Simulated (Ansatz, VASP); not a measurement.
Zn2Si3N3: VASP beside Ansatz

```xyz
8
Lattice="3.0591 0.0000 0.0000 0.0000 3.0591 0.0000 0.0000 0.0000 10.4031" Properties=species:S:1:pos:R:3 pbc="T T T"
Zn    1.5295    0.0000    7.0149
Zn    0.0000    1.5295    3.3882
Si    0.0000    1.5295    9.2858
Si    1.5295    0.0000    1.1173
Si    0.0000    0.0000    5.2015
N     0.0000    0.0000    0.0000
N     1.5295    1.5295    1.9304
N     1.5295    1.5295    8.4727
```

Alike in both runs: functional PBE; k mesh 5 × 5 × 2; occupations gaussian, width 0.2 eV; no spin polarisation.

Ansatz relaxed the structure, and its values are those at the end. VASP's run is a single point on that final structure, the one shown.

|  | VASP | Ansatz |
| --- | --- | --- |
| version | VASP 6.6.1 | Ansatz 0.2.0 |
| potentials or method | VASP PAW PBE potentials, release 64 (Zn, Si, N), cutoff 520 eV | scalar-relativistic, plane waves, PAW |
| valence electrons in the cell | 51 | 51 |

|  | VASP | Ansatz | Ansatz less VASP |
| --- | --- | --- | --- |
| gap on the k mesh at the Fermi level (eV) | none | none | - |
| pressure (GPa) | 0.1 | 0.0 | -0.06 |
| rms of the force components (eV/Å) | 0.014 | 0.003 | -0.0108 |

A gap of «none» marks a metal or a gap that the smearing closes. With one functional, cell and mesh, what is left measures potentials, basis and numerics.

The k mesh is coarse, so the values compare programs but aren't converged.
